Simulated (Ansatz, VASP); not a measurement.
Se in VASP and in Ansatz

```
Se
1.0
     2.84839    0.00000    0.00000
     0.00000    2.84839    0.00000
     0.00000    0.00000    2.84839
Se
1
Direct
  0.00000 0.00000 0.00000
```

Alike in both runs: task single point; functional revPBE; k mesh 12 × 12 × 12; occupations fermi-dirac, width 0.1 eV; no spin polarisation.

```csv
,VASP,Ansatz
version,VASP 6.6.1,Ansatz 0.2.0
potentials or method,"VASP PAW PBE potentials, release 64 (Se), cutoff 520 eV","plane waves (420 eV) with PAW, scalar-relativistic"
valence electrons in the cell,6,16
```

|  | VASP | Ansatz | Ansatz less VASP |
| --- | --- | --- | --- |
| pressure (GPa) | 0.1 | 0.1 | 0.00 |

VASP's potentials were made for PBE, not for revPBE. The functional is the same, so the differences come from potentials, cutoffs and numerics. VASP's potentials hold 6 valence electrons a cell and Ansatz's 16, so a difference there can come from the potentials and not from the codes.
